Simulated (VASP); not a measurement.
Set up this calculation in VASP 6.6.1, as the native input.

```
Task                   : single point
Functional             : PBE
Potentials or basis    : VASP PAW PBE potentials, release 64 (Te, As, F)
Cutoff                 : 600 eV
k mesh                 : 6 × 6 × 4
Occupations            : gaussian, width 0.1 eV
Spin                   : no spin polarisation
Dipole correction      : no
Further INCAR settings : ALGO = Normal; EDIFF = 1e-06; NBANDS = 22
```

The structure of TeAs3F lies in POSCAR:

```
TeAs3F
1.0
    5.1636473500      0.0000000000      0.0000000000
   -2.5818236700      4.4718497800      0.0000000000
    0.0000000000      0.0000000000      4.8830839400
Te As F
1 3 1
Direct
    0.3333333300      0.6666666700      0.5000000000
    0.1911037800      0.8088962200      0.0000000000
    0.1911037800      0.3822075500      0.0000000000
    0.6177924500      0.8088962200      0.0000000000
    0.0000000000      0.0000000000      0.5000000000
```

The cell was generated, and may not be a known phase.

The input as run:

INCAR

```
SYSTEM = TeAs3F
ALGO = Normal ; EDIFF = 1E-6
ENCUT = 600 ; GGA = PE
GGA_COMPAT = .FALSE. ; ISIF = 2
ISMEAR = 0 ; LASPH = .TRUE.
LCHARG = .FALSE. ; LREAL = .FALSE.
LWAVE = .FALSE. ; NBANDS = 22
NELM = 120 ; PREC = Accurate
SIGMA = 0.1
```

KPOINTS

```
k-points
0
G
  6 6 4
  0 0 0
```

Potentials or basis: VASP PAW PBE potentials, release 64 (Te, As, F).

Run with:

```console
$ cat potpaw_PBE.64/Te/POTCAR potpaw_PBE.64/As/POTCAR potpaw_PBE.64/F/POTCAR > POTCAR
$ mpirun -np 1 vasp_std > vasp.out
```

It gave:

```yaml
Pressure: 22.4 GPa
Largest_force: 6.116 eV/Å
Band_gap_on_the_k_mesh: zero (bands 14 and 15 overlap by 0.29 eV)
```

Caveat: the cell stands under pressure; spin-orbit coupling is left out, which moves the levels of the heavy elements; forces of over 1 eV/Å act on the atoms, so gaps and moduli don't describe the material at rest.

It took 2.5 min on 1 thread of Intel Xeon 8259CL, on a shared host, peak memory 0.27 GiB.
